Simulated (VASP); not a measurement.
# ZrMo2C2 (I4/mmm) in VASP: a series of runs

ZrMo2C2 is run at these levels: PBE; tasks: single point.

Program: VASP 6.6.1. These are calculated values, not measurements. Logs are shortened: lines on timing, memory, paths and dates and some standing lists are left out, and cuts for length are marked.

## Step 1: The cell of the first run

It takes space group I4/mmm (No. 139, tetragonal). Conventional cell: a = 3.639 Å, b = 3.639 Å, c = 9.751 Å, α = 90.00°, β = 90.00°, γ = 90.00°. Zr (site symmetry 4/mmm) has 8 C at 2.82 Å and 8 Mo at 3.04 Å and 4 Zr at 3.64 Å within 3.7 Å. Within 2.9 Å of Mo (site symmetry -4m2) lie 4 C at 2.22 Å and 4 Mo at 2.57 Å. C (site symmetry 4mm) has 4 Mo at 2.22 Å and 1 C at 2.33 Å and 4 Zr at 2.82 Å within 2.9 Å.

## Step 2: Single point, PBE

Input file INCAR:

```
PREC = Accurate
ENCUT = 520
EDIFF = 1E-6
ISMEAR = 0
SIGMA = 0.1
LREAL = F
LASPH = T
NELM = 60
ALGO = Normal
ISIF = 2
LWAVE = F
LCHARG = F
GGA = PE
NBANDS = 32
```

Input file KPOINTS:

```
regular mesh
0
Gamma
  6 6 6
```

Input file POSCAR:

```
ZrMo2C2
1.0
   -1.8195126683      1.8195126683      4.8757486030
    1.8195126683     -1.8195126683      4.8757486030
    1.8195126683      1.8195126683     -4.8757486030
Zr Mo C
1 2 2
Direct
    0.0000000000      0.0000000000      0.0000000000
    0.2500000000      0.7500000000      0.5000000000
    0.7500000000      0.2500000000      0.5000000000
    0.6192133679      0.6192133679      0.0000000000
    0.3807866321      0.3807866321      0.0000000000
```

Potentials or basis: VASP PAW PBE potentials, release 64 (Zr_sv, Mo_sv, C).

Command:

```console
cat potpaw_PBE.64/Zr_sv/POTCAR potpaw_PBE.64/Mo_sv/POTCAR potpaw_PBE.64/C/POTCAR > POTCAR
mpirun -np 1 vasp_std > vasp.out
```

OUTCAR:

```text
PREC = Accurate
   ENCUT = 520
   EDIFF = 1E-6
   ISMEAR = 0
   LREAL = F
   LASPH = T
   NELM = 60
   ISIF = 2
   GGA = PE

 ion  position               nearest neighbor table
   1  0.000  0.000  0.000-   4 2.82   4 2.82   4 2.82   5 2.82   4 2.82   5 2.82   5 2.82   5 2.82
                             2 3.04   3 3.04   3 3.04   2 3.04   3 3.04   2 3.04   2 3.04   3 3.04
   2  0.250  0.750  0.500-   5 2.22   4 2.22   5 2.22   4 2.22   3 2.57   3 2.57   3 2.57   3 2.57
                             1 3.04   1 3.04   1 3.04   1 3.04
   3  0.750  0.250  0.500-   5 2.22   4 2.22   5 2.22   4 2.22   2 2.57   2 2.57   2 2.57   2 2.57
                             1 3.04   1 3.04   1 3.04   1 3.04
   4  0.619  0.619  0.000-   2 2.22   3 2.22   2 2.22   3 2.22   1 2.82   1 2.82   1 2.82   1 2.82

   5  0.381  0.381  0.000-   2 2.22   3 2.22   2 2.22   3 2.22   1 2.82   1 2.82   1 2.82   1 2.82

  LATTYP: Found a body centered tetragonal cell.
 ALAT       =     3.6390253366
 C/A-ratio  =     2.6797002780

  Lattice vectors:

 A1 = (  -1.8195126683,   1.8195126683,   4.8757486030)
 A2 = (   1.8195126683,  -1.8195126683,   4.8757486030)
 A3 = (   1.8195126683,   1.8195126683,  -4.8757486030)

Analysis of symmetry for initial positions (statically):
=====================================================================
 Subroutine PRICEL returns:
 Original cell was already a primitive cell.

 Routine SETGRP: Setting up the symmetry group for a
 body centered tetragonal supercell.

 Subroutine GETGRP returns: Found 16 space group operations
 (whereof 16 operations were pure point group operations)
 out of a pool of 16 trial point group operations.

The static configuration has the point symmetry D_4h.

Analysis of symmetry for dynamics (positions and initial velocities):
=====================================================================
 Subroutine PRICEL returns:
 Original cell was already a primitive cell.

 Routine SETGRP: Setting up the symmetry group for a
 body centered tetragonal supercell.

 Subroutine GETGRP returns: Found 16 space group operations
 (whereof 16 operations were pure point group operations)
 out of a pool of 16 trial point group operations.

The dynamic configuration has the point symmetry D_4h.

 Subroutine INISYM returns: Found 16 space group operations
 (whereof 16 operations are pure point group operations),
 and found     1 'primitive' translations

----------------------------------------------------------------------------------------

                                     Primitive cell

  volume of cell :      64.5671

  direct lattice vectors                    reciprocal lattice vectors
    -1.819512668  1.819512668  4.875748603     0.000000000  0.274798856  0.102548355
     1.819512668 -1.819512668  4.875748603     0.274798856  0.000000000  0.102548355
     1.819512668  1.819512668 -4.875748603     0.274798856  0.274798856  0.000000000

  length of vectors
     5.513091432  5.513091432  5.513091432     0.293309694  0.293309694  0.388624269

  position of ions in fractional coordinates (direct lattice)
     0.000000000  0.000000000  0.000000000
     0.250000000  0.750000000  0.500000000
     0.750000000  0.250000000  0.500000000
     0.619213368  0.619213368  0.000000000
     0.380786632  0.380786632  0.000000000

  ion indices of the primitive-cell ions
   primitive index   ion index
                 1           1
                 2           2
                 3           3
                 4           4
                 5           5

----------------------------------------------------------------------------------------

 KPOINTS: regular mesh

Automatic generation of k-mesh.
 Grid dimensions read from file:
 generate k-points for:    6    6    6

 Generating k-lattice:

  Cartesian coordinates                     Fractional coordinates (reciprocal lattice)
     0.000000000  0.045799809  0.017091393     0.166666667  0.000000000 -0.000000000
     0.045799809  0.000000000  0.017091393     0.000000000  0.166666667 -0.000000000
     0.045799809  0.045799809  0.000000000     0.000000000  0.000000000  0.166666667

  Length of vectors
     0.048884949  0.048884949  0.064770712

  Shift w.r.t. Gamma in fractional coordinates (k-lattice)
     0.000000000  0.000000000  0.000000000

 Subroutine IBZKPT returns following result:
 ===========================================

 Found     30 irreducible k-points:

 Following reciprocal coordinates:
            Coordinates               Weight
  0.000000  0.000000  0.000000      1.000000
  0.166667  0.000000 -0.000000      8.000000
  0.333333  0.000000 -0.000000      8.000000
  0.500000  0.000000 -0.000000      4.000000
  0.166667  0.166667  0.000000      8.000000
  0.333333  0.166667 -0.000000     16.000000
[... 16 lines left out ...]
 -0.333333 -0.333333  0.166667      8.000000
 -0.166667 -0.333333  0.166667      8.000000
 [... further k-points ...]
   k-points           NKPTS =     30   k-points in BZ     NKDIM =     30   number of bands    NBANDS=     32
   number of dos      NEDOS =    301   number of ions     NIONS =      5
   total plane-waves  NPLWV =  74088
   dimension x,y,z NGX =    42 NGY =   42 NGZ =   42
   dimension x,y,z NGXF=    84 NGYF=   84 NGZF=   84
   ions per type =               1   2   2
   NGX,Y,Z   is equivalent  to a cutoff of  12.66, 12.66, 12.66 a.u.
   NGXF,Y,Z  is equivalent  to a cutoff of  25.33, 25.33, 25.33 a.u.
 SYSTEM =  unknown system
   PREC   = accura    normal or accurate (medium, high low for compatibility)
   ISTART =      0    job   : 0-new  1-cont  2-samecut
   ICHARG =      2    charge: 1-file 2-atom 10-const
   ISPIN  =      1    spin polarized calculation?
   LNONCOLLINEAR =      F non collinear calculations
   LSORBIT =      F    spin-orbit coupling
   LASPH  =      T    aspherical Exc in radial PAW
   ENCUT  =  520.0 eV  38.22 Ry    6.18 a.u.  10.25 10.25 10.25*2*pi/ulx,y,z
   NELM   =     60;   NELMIN=  2; NELMDL= -5     # of ELM steps
   EDIFF  = 0.1E-05   stopping-criterion for ELM
   LREAL  =      F    real-space projection
   EDIFFG = 0.1E-04   stopping-criterion for IOM
   NSW    =      0    number of steps for IOM
   IBRION =     -1    ionic relax: 0-MD 1-quasi-New 2-CG
   NFREE  =      0    steps in history (QN), initial steepest desc. (CG)
   ISIF   =      2    stress and relaxation
   ISYM   =      2    0-nonsym 1-usesym 2-fastsym
   POTIM  = 0.5000    time-step for ionic-motion
   TEBEG  =    0.0;   TEEND  =   0.0 temperature during run
   PSTRESS=    0.0 pullay stress
   NELECT =      48.0000    total number of electrons
   NUPDOWN=      -1.0000    fix difference up-down
   EMIN   =  10.00;   EMAX   =-10.00  energy-range for DOS
   EFERMI =   0.00;   METHOD = LEGACY
   ISMEAR =     0;   SIGMA  =   0.10  broadening in eV -4-tet -1-fermi 0-gaus
   EFERMI_NEDOS =   21; number of points for ismear=-14 and -15
   IALGO  =     38    algorithm
   IMIX   =      4    mixing-type and parameters
     AMIX     =   0.40;   BMIX     =  1.00
     AMIX_MAG =   1.60;   BMIX_MAG =  1.00
  volume/ion in A,a.u.               =      12.91        87.14
  Fermi-wavevector in a.u.,A,eV,Ry     =   1.483035  2.802530 29.924559  2.199393
  Thomas-Fermi vector in A             =   2.596747
   LORBIT       =      0    0 simple, 1 ext, 2 COOP (PROOUT), +10 PAW based schemes
   GGA     = PE    functional components
   LHFCALC =     F    Hartree Fock is set to
   AEXX    =    0.0000 exact exchange contribution
   IVDW    =     0    specifies the selected vdW correction
   LEPSILON=     F    determine dielectric tensor
   LRPA    =     F    only Hartree local field effects (RPA)
 non-spin polarized calculation
 Gauss-broadening in eV      SIGMA  =   0.10
  energy-cutoff  :      520.00
  volume of cell :       64.57
 maximum number of plane-waves:      1760
 NGX is ok and might be reduce to    42
   NGX = 21   NGY = 21   NGZ = 21

 number of electron      47.9999999 magnetization

 Free energy of the ion-electron system (eV)
  ---------------------------------------------------
  ext. energy  EPLUGINS =         0.00000000
  ---------------------------------------------------
  free energy    TOTEN  =       -47.11450458 eV

  energy without entropy =      -47.09957712  energy(sigma->0) =      -47.10704085

 E-fermi :  11.5241     XC(G=0): -12.7103

 val. band max:       11.5141066215   @ k =  -0.3333   0.1667   0.0000
 cond. band min:      11.5246048026   @ k =   0.3333   0.3333   0.1667
 fundamental gap:      0.0104981812
 Fermi energy:        11.5240981548

 k-point     1 :       0.0000    0.0000    0.0000
  band No.  band energies     occupation
      1     -49.9018      2.00000
      2     -49.4554      2.00000
      3     -38.0333      2.00000
      4     -24.5932      2.00000
      5     -24.5932      2.00000
      6     -24.0594      2.00000
[... 24 lines left out ...]
     31      14.8024      0.00000
     32      14.9469      0.00000

 k-point     2 :       0.1667    0.0000   -0.0000
  band No.  band energies     occupation
      1     -49.8720      2.00000
      2     -49.4854      2.00000
      3     -38.0312      2.00000
      4     -24.5221      2.00000
      5     -24.5071      2.00000
      6     -24.0254      2.00000
[... 24 lines left out ...]
     31      15.1163      0.00000
     32      15.6980      0.00000
[... 733 lines left out ...]
     31      15.1421      0.00000
     32      15.5072      0.00000

 k-point    24 :      -0.1667   -0.3333    0.1667
  band No.  band energies     occupation
      1     -49.8719      2.00000
      2     -49.4854      2.00000
      3     -38.0319      2.00000
      4     -24.5223      2.00000
      5     -24.5076      2.00000
      6     -24.0185      2.00000
[... 24 lines left out ...]
     31      15.1929      0.00000
     32      15.4596      0.00000

 [... further k-points ...]

------------------------ aborting loop because EDIFF is reached ----------------------------------------

  FORCE on cell =-STRESS in cart. coord.  units (eV):
  Direction    XX          YY          ZZ          XY          YZ          ZX
  --------------------------------------------------------------------------------------
  -------------------------------------------------------------------------------------
  Total        0.2090721      0.2090721      0.0954138      0.0000000      0.0000000      0.0000000
  in kB        5.1879433      5.1879433      2.3676113      0.0000000      0.0000000      0.0000000
  external PRESSURE =       4.2478326 kB  Pullay stress =       0.0000000 kB

 VOLUME and BASIS-vectors are now :
 -----------------------------------------------------------------------------
  energy-cutoff  :      520.00
  volume of cell :       64.57
      direct lattice vectors                 reciprocal lattice vectors
    -1.819512668  1.819512668  4.875748603     0.000000000  0.274798856  0.102548355
     1.819512668 -1.819512668  4.875748603     0.274798856  0.000000000  0.102548355
     1.819512668  1.819512668 -4.875748603     0.274798856  0.274798856  0.000000000

 POSITION                                       TOTAL-FORCE (eV/Angst)
 -----------------------------------------------------------------------------------
      0.00000      0.00000      0.00000         0.000000      0.000000     -0.000000
      1.81951     -0.00000      2.43787         0.000000      0.000000     -0.000000
     -0.00000      1.81951      2.43787         0.000000      0.000000     -0.000000
      0.00000      0.00000      6.03826         0.000000      0.000000     -0.043803
      0.00000      0.00000      3.71324        -0.000000     -0.000000      0.043803
 -----------------------------------------------------------------------------------
    total drift:                               -0.000000     -0.000000     -0.000000

  FREE ENERGIE OF THE ION-ELECTRON SYSTEM (eV)
  ---------------------------------------------------
  free  energy   TOTEN  =       -47.1145045826 eV

  energy  without entropy=      -47.0995771210  energy(sigma->0) =      -47.10704085
```

Run time: 3.4 min. Hardware: 1 thread of AMD EPYC 7R43 (Zen 3), shared host; peak memory 0.25 GiB.

Results:

```yaml
Free_energy: -47.1145 eV
Pressure: 0.4 GPa
Largest_force: 0.044 eV/Å
Band_gap_on_the_k_mesh: zero (band 24 reaches 13.44 eV, above the bottom of band 25 at 10.88 eV)
```

Forces on the atoms (eV/Å):
```
Zr   0.000  0.000  0.000
Mo   0.000  0.000  0.000
Mo   0.000  0.000  0.000
C    0.000  0.000 -0.044
C    0.000  0.000  0.044
```

Stress tensor (GPa, compression positive):
```
0.52 0.00 0.00
0.00 0.52 0.00
0.00 0.00 0.24
```

Caveat: the k points lie up to 0.41 Å⁻¹ apart.

## Step 3: Single point, PBE

This run uses another cell than the first one, of 15.59 Å³/atom, 1.207 times its volume.

Input file INCAR:

```
PREC = Accurate
ENCUT = 520
EDIFF = 1E-6
ISMEAR = 0
SIGMA = 0.1
LREAL = False
LASPH = True
NELM = 60
ALGO = Normal
ISIF = 2
LWAVE = False
LCHARG = False
GGA = PE
NBANDS = 32
```

KPOINTS is that of step 2.

Input file POSCAR:

```
ZrMo2C2
1.0
   -2.0064438700      2.0064438700      4.8391189500
    2.0064438700     -2.0064438700      4.8391189500
    2.0064438700      2.0064438700     -4.8391189500
Zr Mo C
1 2 2
Direct
    0.0000000000      0.0000000000      0.0000000000
    0.2500000000      0.7500000000      0.5000000000
    0.7500000000      0.2500000000      0.5000000000
    0.6160044700      0.6160044700      0.0000000000
    0.3839955300      0.3839955300      0.0000000000
```

Potentials or basis: VASP PAW PBE potentials, release 64 (Zr_sv, Mo_sv, C).

Command:

```console
cat potpaw_PBE.64/Zr_sv/POTCAR potpaw_PBE.64/Mo_sv/POTCAR potpaw_PBE.64/C/POTCAR > POTCAR
mpirun -np 1 vasp_std > vasp.out
```

Wall time 3.3 min (1 thread of AMD EPYC 7R43 (Zen 3), shared host); peak memory 0.25 GiB.

Results (log left out):

```
Free energy            : -45.2700 eV
Pressure               : -31.9 GPa
Largest force          : 1.299 eV/Å
Band gap on the k mesh : zero (band 24 reaches 10.34 eV, above the bottom of band 25 at 8.41 eV)
```

Forces in eV/Å, atoms in the order of the input:
```
Zr   0.000  0.000  0.000
Mo   0.000  0.000  0.000
Mo   0.000  0.000  0.000
C    0.000  0.000  1.299
C    0.000  0.000 -1.299
```

Stress tensor (GPa, compression positive):
```
-35.39   0.00   0.00
  0.00 -35.39   0.00
  0.00   0.00 -24.99
```

Levels at points of the mesh, in eV from the Fermi level:
```csv
k point,band 20,band 21,band 22,band 23,band 24,band 25,band 26,band 27,band 28,band 29
"(0.00, 0.00, 0.00)",-1.88,-1.88,-1.09,-0.76,-0.10,-0.10,0.44,1.13,1.80,2.15
"(0.50, 0.00, 0.00)",-2.90,-1.62,-0.90,-0.76,-0.62,-0.42,-0.18,0.89,1.18,2.32
"(0.50, 0.50, 0.00)",-2.42,-1.97,-1.63,-1.59,-0.56,0.33,0.88,1.36,1.62,2.15
"(0.50, 0.50, 0.50)",-2.56,-2.56,-2.18,-0.70,1.50,1.52,1.53,1.53,1.72,2.16
```

Caveat: the k points lie up to 0.37 Å⁻¹ apart; forces of over 1 eV/Å act on the atoms, so gaps and moduli don't describe the material at rest.
